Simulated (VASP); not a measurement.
# Au (Fm-3m) in VASP: a series of runs, part 2 of 2

VASP 6.6.1. Earlier steps stand in the parts before.

**4. Single point, LDA**

INCAR reads:

```
SYSTEM = Au
  PREC = Accurate
  ENCUT = 520
  EDIFF = 1E-6
  ISMEAR = 1
  SIGMA = 1.0
  LREAL = .FALSE.
  LASPH = .TRUE.
  NELM = 100
  ALGO = Normal
  ISIF = 2
  LWAVE = .FALSE.
  LCHARG = .TRUE.
  LELF = .TRUE.
  LVHAR = .TRUE.
  NBANDS = 12
```

KPOINTS reads:

```
regular mesh
0
G
  13 13 13
  0 0 0
```

POSCAR reads:

```
Au
1.0
    0.0000000000      2.0229622709      2.0229622709
    2.0229622709      0.0000000000      2.0229622709
    2.0229622709      2.0229622709      0.0000000000
Au
1
Direct
    0.0000000000      0.0000000000      0.0000000000
```

Potentials or basis: VASP PAW LDA potentials, release 64 (Au).

On the command line:

```sh
$ cat potpaw_LDA.64/Au/POTCAR > POTCAR
$ mpirun -np 1 vasp_std > vasp.out
```

OUTCAR:

```text
SYSTEM = Au
   PREC = Accurate
   ENCUT = 520
   EDIFF = 1E-6
   ISMEAR = 1
   LREAL = .FALSE.
   LASPH = .TRUE.
   NELM = 100
   ISIF = 2

 ion  position               nearest neighbor table
   1  0.000  0.000  0.000-

  LATTYP: Found a face centered cubic cell.
 ALAT       =     4.0459245418

  Lattice vectors:

 A1 = (   0.0000000000,   2.0229622709,   2.0229622709)
 A2 = (   2.0229622709,   0.0000000000,   2.0229622709)
 A3 = (   2.0229622709,   2.0229622709,   0.0000000000)

Analysis of symmetry for initial positions (statically):
=====================================================================
 Subroutine PRICEL returns:
 Original cell was already a primitive cell.

 Routine SETGRP: Setting up the symmetry group for a
 face centered cubic supercell.

 Subroutine GETGRP returns: Found 48 space group operations
 (whereof 48 operations were pure point group operations)
 out of a pool of 48 trial point group operations.

The static configuration has the point symmetry O_h .

Analysis of symmetry for dynamics (positions and initial velocities):
=====================================================================
 Subroutine PRICEL returns:
 Original cell was already a primitive cell.

[... 159 lines left out ...]
 Fermi energy:         9.7650531755

 k-point     1 :       0.0000    0.0000    0.0000
  band No.  band energies     occupation
      1      -0.4428      2.00000
      2       4.9163      2.00000
      3       4.9163      2.00000
      4       4.9163      2.00000
      5       6.5349      2.00005
      6       6.5349      2.00005
      7      24.2225     -0.00000
      8      28.3432     -0.00000
      9      28.3432     -0.00000
     10      28.3432     -0.00000
     11      33.4650      0.00000
     12      38.3753      0.00000
[... 331 lines left out ...]
 k-point    24 :       0.4615    0.1538    0.0000
  band No.  band energies     occupation
      1       2.7069      2.00000
      2       4.5821      2.00000
      3       5.4074      2.00000
      4       5.4574      2.00000
      5       7.8441      2.02047
      6       9.4500      1.50508
      7      15.1257     -0.00000
      8      24.0783     -0.00000
      9      25.2591     -0.00000
     10      26.1508     -0.00000
     11      34.9395      0.00000
     12      36.0055      0.00000

 [... further k-points ...]
[... 5 lines left out ...]
  --------------------------------------------------------------------------------------
  -------------------------------------------------------------------------------------
  Total        0.0612744      0.0612744      0.0612744      0.0000000      0.0000000     -0.0000000
  in kB        5.9292023      5.9292023      5.9292023      0.0000000      0.0000000     -0.0000000
  external PRESSURE =       5.9292023 kB  Pullay stress =       0.0000000 kB

 VOLUME and BASIS-vectors are now :
 -----------------------------------------------------------------------------
  energy-cutoff  :      520.00
  volume of cell :       16.56
      direct lattice vectors                 reciprocal lattice vectors
     0.000000000  2.022962271  2.022962271    -0.247162296  0.247162296  0.247162296
     2.022962271  0.000000000  2.022962271     0.247162296 -0.247162296  0.247162296
     2.022962271  2.022962271  0.000000000     0.247162296  0.247162296 -0.247162296

 POSITION                                       TOTAL-FORCE (eV/Angst)
 -----------------------------------------------------------------------------------
      0.00000      0.00000      0.00000         0.000000      0.000000      0.000000
 -----------------------------------------------------------------------------------
    total drift:                               -0.000000      0.000000      0.000000

  FREE ENERGIE OF THE ION-ELECTRON SYSTEM (eV)
  ---------------------------------------------------
  free  energy   TOTEN  =        -4.4425994044 eV

  energy  without entropy=       -4.4672534290  energy(sigma->0) =       -4.45081741
```

OSZICAR:

```text
N       E                     dE             d eps       ncg     rms          rms(c)
DAV:   1     0.491780822358E+02    0.49178E+02   -0.55812E+03  2064   0.818E+02
DAV:   2    -0.404006373760E+01   -0.53218E+02   -0.50154E+02  2348   0.190E+02
DAV:   3    -0.476206037287E+01   -0.72200E+00   -0.72143E+00  2400   0.212E+01
DAV:   4    -0.476434064329E+01   -0.22803E-02   -0.22802E-02  2388   0.137E+00
DAV:   5    -0.476435636092E+01   -0.15718E-04   -0.15718E-04  2496   0.109E-01    0.104E+01
DAV:   6    -0.447051138748E+01    0.29384E+00   -0.78203E-01  2172   0.705E+00    0.642E+00
DAV:   7    -0.444602096287E+01    0.24490E-01   -0.72734E-02  2384   0.212E+00    0.292E+00
DAV:   8    -0.444260289536E+01    0.34181E-02   -0.21579E-03  2224   0.471E-01    0.278E-01
DAV:   9    -0.444259906456E+01    0.38308E-05   -0.93254E-06  2420   0.280E-02    0.131E-02
DAV:  10    -0.444259940436E+01   -0.33981E-06   -0.92957E-07  2076   0.687E-03
   1 F= -.44425994E+01 E0= -.44508174E+01  d E =0.246540E-01
```

stdout:

```text
POSCAR found type information on POSCAR Au
 POSCAR found :  1 types and       1 ions
 scaLAPACK will be used
 LDA part: xc-table for (Slater(with rela. corr.)+CA(PZ))
 , standard interpolation
 POSCAR, INCAR and KPOINTS ok, starting setup
 FFT: planning ... GRIDC
 FFT: planning ... GRID_SOFT
 FFT: planning ... GRID
 WAVECAR not read
 entering main loop
```

Run time: 18 s. Hardware: 1 thread of Intel Xeon 8259CL, shared host; peak memory 0.14 GiB.

What came out:

* Free energy: -4.4426 eV
* Pressure: 0.6 GPa

Levels at points of the mesh, in eV from the Fermi level:
| k point | band 4 | band 5 | band 6 | band 7 | band 8 | band 9 |
| --- | --- | --- | --- | --- | --- | --- |
| (0.00, 0.00, 0.00) | -4.85 | -3.23 | -3.23 | 14.46 | 18.58 | 18.58 |

Caveat: spin-orbit coupling is left out, which moves the levels of the heavy elements.

**5. Single point, LDA**

INCAR reads:

```
SYSTEM = Au
ALGO = Normal ; EDIFF = 1E-6
ENCUT = 520 ; ISIF = 2
ISMEAR = -1 ; LASPH = .TRUE.
LCHARG = .FALSE. ; LREAL = .FALSE.
LWAVE = .FALSE. ; NBANDS = 12
NELM = 80 ; PREC = Accurate
SIGMA = 0.1
```

KPOINTS reads:

```
k-points
0
G
  14 14 14
  0 0 0
```

POSCAR is that of step 4.

On the command line:

```sh
$ cat potpaw_LDA.64/Au/POTCAR > POTCAR
$ mpirun -np 1 vasp_std > vasp.out
```

Wall time 20 s (1 thread of Intel Xeon 8259CL, shared host); peak memory 0.14 GiB.

Results (log left out):

```yaml
Free_energy: -4.4476 eV
Pressure: 0.8 GPa
```

Levels at points of the mesh, in eV from the Fermi level:
```csv
k point,band 4,band 5,band 6,band 7,band 8,band 9
"(0.00, 0.00, 0.00)",-4.85,-3.23,-3.23,14.46,18.58,18.58
"(0.50, 0.00, 0.00)",-1.97,-1.97,-1.12,3.23,13.92,17.25
"(0.50, 0.50, 0.00)",-1.63,-1.63,0.90,6.00,10.02,10.02
```

Caveat: spin-orbit coupling is left out, which moves the levels of the heavy elements.

**6. Summary**

| k mesh | smearing | gap on the mesh (eV) | pressure (GPa) |
| --- | --- | --- | --- |
| 13 × 13 × 13 | methfessel-paxton 0.3 eV | none | 0.4 |
| 13 × 13 × 13 | methfessel-paxton 0.6 eV | none | 0.6 |
| 13 × 13 × 13 | methfessel-paxton 1 eV | none | 0.6 |
| 14 × 14 × 14 | fermi-dirac 0.1 eV | none | 0.8 |

Alike in all rows: task single point; level LDA; potentials or basis VASP PAW LDA potentials, release 64 (Au); no spin polarisation; cell as given; cutoff (eV) 520.

Every run on the cell as given and a fine mesh finds a metal.

Caveats: spin-orbit coupling is left out, which moves the levels of the heavy elements.

Absolute energies hang on the potentials; compare differences alone.
